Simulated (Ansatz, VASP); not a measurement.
# One calculation of PbO2, two programs

```
Pb O
1.0
     6.34620    0.00000    0.00000
     0.00000    3.00280    2.57049
     0.00000   -3.00280    2.57049
Pb O
2 4
Direct
  0.00000 0.89672 0.89672
  0.50000 0.39672 0.39672
  0.90818 0.47632 0.31707
  0.40818 0.81707 0.97632
  0.59182 0.97632 0.81707
  0.09182 0.31707 0.47632
```

Alike in both runs: functional PBE; k mesh 6 × 10 × 10; occupations gaussian, width 0.02 eV; no spin polarisation.

Ansatz relaxed the structure, and its values are those at the end. VASP's run is a single point on that final structure, the one shown.

|  | VASP | Ansatz |
| --- | --- | --- |
| version | VASP 6.6.1 | Ansatz 0.2.0 |
| potentials or method | VASP PAW PBE potentials, release 64 (Pb_d, O), cutoff 520 eV | scalar-relativistic, plane waves, PAW |
| valence electrons in the cell | 52 | 52 |

Ansatz gave:

| Item | Value |
| --- | --- |
| gap on the k mesh at the Fermi level (eV) | 0.43 |
| least direct gap on the mesh (eV) | 0.63 |
| pressure (GPa) | 0.0 |
| rms of the force components (eV/Å) | 0.000 |

**Question.** Estimate VASP's values.

**Answer.** gap on the k mesh at the Fermi level (eV): 0.42; least direct gap on the mesh (eV): 0.62; pressure (GPa): 0.1; rms of the force components (eV/Å): 0.077.

With one functional, cell and mesh, what is left measures potentials, basis and numerics.

Neither program's run includes spin-orbit coupling.
